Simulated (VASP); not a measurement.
A run of VASP 6.6.1 is set up as follows.

The input INCAR:

```
SYSTEM = SnSe
ALGO     = Normal         ! electronic algorithm
EDIFF    = 1E-6           ! SCF threshold, eV
ENCUT    = 520            ! plane-wave cutoff, eV
ISIF     = 2              ! what is computed and relaxed
ISMEAR   = 0              ! smearing method
LASPH    = .True.         ! aspherical terms in the spheres
LCHARG   = .False.        ! write CHGCAR
LREAL    = .False.        ! projectors in reciprocal space
LWAVE    = .False.        ! write WAVECAR
NBANDS   = 17             ! bands
NELM     = 60             ! most SCF steps
PREC     = Accurate       ! precision mode
SIGMA    = 0.05           ! smearing width, eV
```

Contents of KPOINTS:

```
k-points
0
Gamma
  8 8 8
  0 0 0
```

Contents of POSCAR:

```
SnSe
1.0
    0.0000000000      3.0100000000      3.0100000000
    3.0100000000      0.0000000000      3.0100000000
    3.0100000000      3.0100000000      0.0000000000
Sn Se
1 1
Direct
    0.0000000000      0.0000000000     -0.0234919196
    0.5000000000      0.5000000000      0.5000000000
```

Potentials or basis: VASP PAW LDA potentials, release 64 (Sn_d, Se).

Launch:

```console
$ cat potpaw_LDA.64/Sn_d/POTCAR potpaw_LDA.64/Se/POTCAR > POTCAR
$ mpirun -np 1 vasp_std > vasp.out
```

Question: Predict the pressure.

Answer: -3.1 GPa.

Question: Estimate the largest force.

Answer: 0.010 eV/Å.

Question: Predict the band gap on the k mesh.

Answer: 0.61 eV, direct.

Forces on the atoms (eV/Å):
```
Sn  -0.007 -0.007  0.000
Se   0.007  0.007  0.000
```

Caveat: the cell differs from its parent crystal (atom 1 (Sn) moved by (-0.100, +0.000) A along [1 1 0] and z); spin-orbit coupling is left out, which moves the levels of the heavy elements. A k mesh can miss the band edges.
